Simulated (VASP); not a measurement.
# Mg13Zn3S16 (P1) in VASP: a series of runs

Mg13Zn3S16 is run at these levels: PBEsol; tasks: single point, relaxation of volume and atoms at fixed shape.

Everything below comes from runs of VASP 6.6.1. Logs are shortened: lines on timing, memory, paths and dates and some standing lists are left out, and cuts for length are marked.

**1. The cell of the first run**

The typed cell holds 64 atoms: a = 11.192 Å, b = 11.192 Å, c = 11.192 Å, α = 90.00°, β = 90.00°, γ = 90.00°.

**2. Single point, PBEsol**

INCAR

```
SYSTEM = Mg13Zn3S16
PREC = Accurate
ENCUT = 500
EDIFF = 1E-6
ISMEAR = -1
SIGMA = 0.05
LREAL = Auto
LASPH = .TRUE.
NELM = 120
ALGO = Normal
ISIF = 2
LWAVE = .FALSE.
LCHARG = .TRUE.
GGA = PS
LELF = .TRUE.
LVHAR = .TRUE.
NBANDS = 196
ISYM = -1
GGA_COMPAT = .FALSE.
```

KPOINTS

```
explicit points
1
Reciprocal
  0.25000000   0.25000000   0.25000000 1
```

POSCAR

```
Mg13Zn3S16
1.0
   11.1920113341      0.0000000000      0.0000000000
    0.0000000000     11.1920113341      0.0000000000
    0.0000000000      0.0000000000     11.1920113341
Zn Mg S
6 26 32
Direct
    0.0005010000      0.0025640000      0.9986120000
    0.9996290000      0.4989410000      0.9978350000
    0.7525870000      0.2471910000      0.5003280000
    0.2465920000      0.0026270000      0.7528500000
    0.7525520000      0.0026580000      0.2493720000
    0.0002040000      0.2475740000      0.7522990000
    0.9982280000      0.0030600000      0.5023180000
    0.9986400000      0.4953430000      0.5014780000
    0.5005130000      0.0000400000      0.9999160000
    0.5017250000      0.0015340000      0.4995660000
    0.5002130000      0.4989800000      0.9998200000
    0.5023470000      0.4985040000      0.5005150000
    0.2445790000      0.2482130000      0.9966030000
    0.2482960000      0.2479930000      0.5036450000
    0.2466150000      0.7516190000      0.9980720000
    0.2493060000      0.7521520000      0.5017840000
    0.7557060000      0.2482670000      0.9997440000
    0.7534830000      0.7523160000      0.0012380000
    0.7509530000      0.7513970000      0.4981660000
    0.2480430000      0.9999400000      0.2484650000
    0.2484090000      0.4991510000      0.2480420000
    0.2461040000      0.4985200000      0.7514390000
    0.7541000000      0.0028720000      0.7497710000
    0.7526500000      0.4983500000      0.2500120000
    0.7536230000      0.4953710000      0.7501590000
    0.9967210000      0.2483890000      0.2480020000
    0.9984360000      0.7521620000      0.2464040000
    0.0015480000      0.7516040000      0.7532640000
    0.5039260000      0.2478720000      0.2519440000
    0.5002290000      0.2479040000      0.7482110000
    0.5021790000      0.7515220000      0.2496050000
    0.4984070000      0.7522190000      0.7500410000
    0.1196230000      0.1209460000      0.1212420000
    0.1238170000      0.1253560000      0.6352070000
    0.1195280000      0.6209070000      0.1186670000
    0.1232670000      0.6248000000      0.6252790000
    0.6312430000      0.1214180000      0.1274650000
    0.6308330000      0.1285740000      0.6211080000
    0.6269200000      0.6246450000      0.1251080000
    0.6270390000      0.6255540000      0.6262960000
    0.3749080000      0.3709710000      0.1241940000
    0.3742390000      0.3754260000      0.6261350000
    0.3742130000      0.8743030000      0.1244750000
    0.3695820000      0.8828990000      0.6301330000
    0.8801710000      0.3796450000      0.1199820000
    0.8764620000      0.3616120000      0.6256090000
    0.8762750000      0.8870700000      0.1236820000
    0.8757860000      0.8740570000      0.6259560000
    0.3734310000      0.1249010000      0.3751030000
    0.3711720000      0.1214310000      0.8711740000
    0.3756090000      0.6255120000      0.3752170000
    0.3734230000      0.6247970000      0.8749450000
    0.8674810000      0.1251790000      0.3748510000
    0.8846790000      0.1246070000      0.8750320000
    0.8769030000      0.6246870000      0.3749850000
    0.8794540000      0.6211640000      0.8789370000
    0.1244110000      0.3717070000      0.3744990000
    0.1141980000      0.3746020000      0.8740120000
    0.1229580000      0.8763870000      0.3754610000
    0.1238600000      0.8850920000      0.8760620000
    0.6325860000      0.3700780000      0.3803090000
    0.6258150000      0.3715650000      0.8758160000
    0.6308470000      0.8807390000      0.3696500000
    0.6273950000      0.8764230000      0.8739790000
```

Potentials or basis: VASP PAW PBE potentials, release 64 (Zn, Mg, S).

On the command line:

```
$ cat potpaw_PBE.64/Zn/POTCAR potpaw_PBE.64/Mg/POTCAR potpaw_PBE.64/S/POTCAR > POTCAR
$ mpirun -np 1 vasp_std > vasp.out
```

OUTCAR:

```text
SYSTEM = Mg13Zn3S16
   PREC = Accurate
   ENCUT = 500
   EDIFF = 1E-6
   ISMEAR = -1
   LREAL = Auto
   LASPH = .TRUE.
   NELM = 120
   ISIF = 2
   GGA = PS
   ISYM = -1

 ion  position               nearest neighbor table
   1  0.001  0.003  0.999-  33 2.33  54 2.34  60 2.35  47 2.36
   2  1.000  0.499  0.998-  45 2.33  56 2.33  35 2.34  58 2.35
   3  0.753  0.247  0.500-  38 2.33  53 2.34  61 2.35  46 2.35
   4  0.247  0.003  0.753-  50 2.34  34 2.35  60 2.35  44 2.36
   5  0.753  0.003  0.249-  37 2.34  53 2.35  63 2.35  47 2.36
   6  0.000  0.248  0.752-  54 2.34  34 2.35  58 2.35  46 2.36
[... 56 lines left out ...]
  63  0.631  0.881  0.370-   5 2.35  31 2.44  19 2.44  10 2.46
  64  0.627  0.876  0.874-   9 2.43  32 2.44  23 2.44  18 2.44

IMPORTANT INFORMATION: All symmetrisations will be switched off!
NOSYMM: (Re-)initialisation of all symmetry stuff for point group C_1.

----------------------------------------------------------------------------------------

                                     Primitive cell

  volume of cell :    1401.9238

  direct lattice vectors                    reciprocal lattice vectors
    11.192011334  0.000000000  0.000000000     0.089349445  0.000000000  0.000000000
     0.000000000 11.192011334  0.000000000     0.000000000  0.089349445  0.000000000
     0.000000000  0.000000000 11.192011334     0.000000000  0.000000000  0.089349445

  length of vectors
    11.192011334 11.192011334 11.192011334     0.089349445  0.089349445  0.089349445

  position of ions in fractional coordinates (direct lattice)
     0.000501000  0.002564000  0.998612000
     0.999629000  0.498941000  0.997835000
     0.752587000  0.247191000  0.500328000
     0.246592000  0.002627000  0.752850000
     0.752552000  0.002658000  0.249372000
     0.000204000  0.247574000  0.752299000
[... 56 lines left out ...]
     0.630847000  0.880739000  0.369650000
     0.627395000  0.876423000  0.873979000

  ion indices of the primitive-cell ions
   primitive index   ion index
                 1           1
                 2           2
                 3           3
                 4           4
                 5           5
                 6           6
[... 56 lines left out ...]
                63          63
                64          64

----------------------------------------------------------------------------------------

 KPOINTS: explicit points

Read explicit list of k-points.

 Found      1 k-points:

 Following reciprocal coordinates:
            Coordinates               Weight
  0.250000  0.250000  0.250000      1.000000
   k-points           NKPTS =      1   k-points in BZ     NKDIM =      1   number of bands    NBANDS=    196
   number of dos      NEDOS =    301   number of ions     NIONS =     64
   total plane-waves  NPLWV = 592704
   dimension x,y,z NGX =    84 NGY =   84 NGZ =   84
   dimension x,y,z NGXF=   168 NGYF=  168 NGZF=  168
   ions per type =               6  26  32
   NGX,Y,Z   is equivalent  to a cutoff of  12.48, 12.48, 12.48 a.u.
   NGXF,Y,Z  is equivalent  to a cutoff of  24.95, 24.95, 24.95 a.u.
 SYSTEM =  Mg13Zn3S16
   PREC   = accura    normal or accurate (medium, high low for compatibility)
   ISTART =      0    job   : 0-new  1-cont  2-samecut
   ICHARG =      2    charge: 1-file 2-atom 10-const
   ISPIN  =      1    spin polarized calculation?
   LNONCOLLINEAR =      F non collinear calculations
   LSORBIT =      F    spin-orbit coupling
   LASPH  =      T    aspherical Exc in radial PAW
   ENCUT  =  500.0 eV  36.75 Ry    6.06 a.u.  20.41 20.41 20.41*2*pi/ulx,y,z
   NELM   =    120;   NELMIN=  2; NELMDL= -5     # of ELM steps
   EDIFF  = 0.1E-05   stopping-criterion for ELM
   LREAL  =      T    real-space projection
   EDIFFG = 0.1E-04   stopping-criterion for IOM
   NSW    =      0    number of steps for IOM
   IBRION =     -1    ionic relax: 0-MD 1-quasi-New 2-CG
   NFREE  =      0    steps in history (QN), initial steepest desc. (CG)
   ISIF   =      2    stress and relaxation
   ISYM   =     -1    0-nonsym 1-usesym 2-fastsym
[... 1 lines left out ...]
   TEBEG  =    0.0;   TEEND  =   0.0 temperature during run
   PSTRESS=    0.0 pullay stress
   NELECT =     316.0000    total number of electrons
   NUPDOWN=      -1.0000    fix difference up-down
   EMIN   =  10.00;   EMAX   =-10.00  energy-range for DOS
   EFERMI =   0.00;   METHOD = LEGACY
   ISMEAR =    -1;   SIGMA  =   0.05  broadening in eV -4-tet -1-fermi 0-gaus
   EFERMI_NEDOS =   21; number of points for ismear=-14 and -15
   IALGO  =     38    algorithm
   IMIX   =      4    mixing-type and parameters
     AMIX     =   0.40;   BMIX     =  1.00
     AMIX_MAG =   1.60;   BMIX_MAG =  1.00
  volume/ion in A,a.u.               =      21.91       147.82
  Fermi-wavevector in a.u.,A,eV,Ry     =   0.996313  1.882758 13.505677  0.992639
  Thomas-Fermi vector in A             =   2.128393
   LORBIT       =      0    0 simple, 1 ext, 2 COOP (PROOUT), +10 PAW based schemes
   GGA     = PS    functional components
   LHFCALC =     F    Hartree Fock is set to
   AEXX    =    0.0000 exact exchange contribution
   IVDW    =     0    specifies the selected vdW correction
   LEPSILON=     F    determine dielectric tensor
   LRPA    =     F    only Hartree local field effects (RPA)
 non-spin polarized calculation
  energy-cutoff  :      500.00
  volume of cell :     1401.92
 maximum number of plane-waves:     35613
 NGX is ok and might be reduce to    84
   NGX = 41   NGY = 41   NGZ = 41

 number of electron     315.9999959 magnetization

 Free energy of the ion-electron system (eV)
  ---------------------------------------------------
  ext. energy  EPLUGINS =         0.00000000
  ---------------------------------------------------
  free energy    TOTEN  =      -276.94976425 eV

  energy without entropy =     -276.94976425  energy(sigma->0) =     -276.94976425

 E-fermi :   2.5213     XC(G=0):  -8.8325

 val. band max:        1.2546700233   @ k =   0.2500   0.2500   0.2500
 cond. band min:       4.9708351530   @ k =   0.2500   0.2500   0.2500
 fundamental gap:      3.7161651297
 Fermi energy:         2.5212886975

 k-point     1 :       0.2500    0.2500    0.2500
  band No.  band energies     occupation
      1     -10.3963      2.00000
      2     -10.2020      2.00000
      3     -10.1207      2.00000
      4     -10.0773      2.00000
      5      -9.9499      2.00000
      6      -9.8895      2.00000
[... 162 lines left out ...]
    169       6.0937      0.00000
    170       6.1304      0.00000
 [bands above 170 left out]

------------------------ aborting loop because EDIFF is reached ----------------------------------------

  FORCE on cell =-STRESS in cart. coord.  units (eV):
  Direction    XX          YY          ZZ          XY          YZ          ZX
  --------------------------------------------------------------------------------------
  -------------------------------------------------------------------------------------
  Total       -0.3422718     -0.4843041     -0.6166253     -1.1701277     -1.3100791     -1.0792958
  in kB       -0.3911626     -0.5534831     -0.7047053     -1.3372709     -1.4972133     -1.2334645
  external PRESSURE =      -0.5497836 kB  Pullay stress =       0.0000000 kB

 VOLUME and BASIS-vectors are now :
 -----------------------------------------------------------------------------
  energy-cutoff  :      500.00
  volume of cell :     1401.92
      direct lattice vectors                 reciprocal lattice vectors
    11.192011334  0.000000000  0.000000000     0.089349445  0.000000000  0.000000000
     0.000000000 11.192011334  0.000000000     0.000000000  0.089349445  0.000000000
     0.000000000  0.000000000 11.192011334     0.000000000  0.000000000  0.089349445

 POSITION                                       TOTAL-FORCE (eV/Angst)
 -----------------------------------------------------------------------------------
      0.00561      0.02870     11.17648        -0.001299      0.000418      0.001468
     11.18786      5.58415     11.16778         0.001750      0.001121      0.000526
      8.42296      2.76656      5.59968        -0.001894      0.000968      0.000255
      2.75986      0.02940      8.42591         0.001242      0.000030     -0.002830
      8.42257      0.02975      2.79097        -0.001203      0.000139      0.001696
      0.00228      2.77085      8.41974        -0.001236      0.002265     -0.003157
[... 56 lines left out ...]
      7.06045      9.85724      4.13713        -0.008578     -0.007488      0.003237
      7.02181      9.80894      9.78158        -0.001692     -0.001879      0.001959
 -----------------------------------------------------------------------------------
    total drift:                               -0.000855     -0.018311     -0.014406

  FREE ENERGIE OF THE ION-ELECTRON SYSTEM (eV)
  ---------------------------------------------------
  free  energy   TOTEN  =      -276.9497642457 eV

  energy  without entropy=     -276.9497642456  energy(sigma->0) =     -276.94976425
```

Run time: 5.1 min. Hardware: 1 thread of Intel Xeon 6975P-C (Granite Rapids), shared host; peak memory 1.1 GiB.

What came out:

* Free energy: -276.9498 eV
* Pressure: -0.1 GPa
* Largest force: 0.027 eV/Å
* Band gap on the k mesh: 3.72 eV

Forces in eV/Å, atoms in the order of the input:
```
Zn  -0.001  0.000  0.001
Zn   0.002  0.001  0.001
Zn  -0.002  0.001  0.000
Zn   0.001  0.000 -0.003
Zn  -0.001  0.000  0.002
Zn  -0.001  0.002 -0.003
Mg   0.001  0.000  0.005
Mg   0.002  0.000  0.000
Mg   0.004  0.001 -0.001
Mg   0.002  0.004  0.002
Mg   0.000 -0.005 -0.001
Mg   0.001 -0.002  0.002
Mg   0.003  0.002  0.000
Mg   0.002  0.002  0.002
Mg   0.000  0.001  0.000
Mg  -0.001  0.002  0.002
Mg  -0.002  0.002  0.000
Mg   0.000  0.001 -0.001
Mg   0.000  0.001 -0.002
Mg  -0.001  0.001 -0.001
Mg   0.001 -0.001 -0.001
Mg   0.000  0.001  0.000
Mg   0.000 -0.001  0.001
Mg   0.003 -0.002  0.001
Mg  -0.003 -0.001 -0.001
Mg   0.001  0.001  0.003
Mg   0.001  0.000  0.000
Mg   0.001  0.001  0.000
Mg   0.000  0.000  0.003
Mg  -0.001 -0.002 -0.001
Mg   0.001  0.001  0.000
Mg  -0.001  0.001  0.001
S    0.008  0.009  0.009
S    0.000  0.000 -0.023
S    0.012  0.008  0.014
S   -0.002 -0.002  0.001
S   -0.013  0.012 -0.009
S   -0.011 -0.009  0.006
S    0.001 -0.001 -0.001
S    0.000 -0.001 -0.001
S   -0.001  0.001  0.000
S   -0.003  0.002  0.000
S   -0.003 -0.002 -0.002
S    0.011 -0.017 -0.007
S   -0.010 -0.006  0.008
S    0.000  0.023 -0.003
S    0.001 -0.022 -0.001
S    0.001  0.000  0.001
S   -0.001 -0.003  0.001
S    0.009  0.009  0.009
S    0.002  0.003  0.000
S    0.000 -0.004  0.001
S    0.022  0.000 -0.001
S   -0.023 -0.003  0.002
S    0.002 -0.003  0.000
S   -0.006  0.010 -0.006
S   -0.002  0.004 -0.001
S    0.023  0.000 -0.001
S   -0.001 -0.002 -0.001
S    0.001 -0.027  0.001
S   -0.019  0.011 -0.011
S    0.002  0.007  0.000
S   -0.009 -0.007  0.003
S   -0.002 -0.002  0.002
```

Stress tensor (GPa, compression positive):
```
-0.04 -0.13 -0.12
-0.13 -0.06 -0.15
-0.12 -0.15 -0.07
```

Levels at points of the mesh, in eV from the valence-band top:
| k point | band 156 | band 157 | band 158 | band 159 | band 160 | band 161 |
| --- | --- | --- | --- | --- | --- | --- |
| (0.25, 0.25, 0.25) | -0.17 | -0.01 | 0.00 | 3.72 | 4.02 | 4.04 |

Caveat: the PAW data sets were made with another functional, which shifts forces and pressure a little; a shifted mesh leaves out Γ, where band edges can lie. A k mesh can miss the band edges.

[end of part 1 of 2]
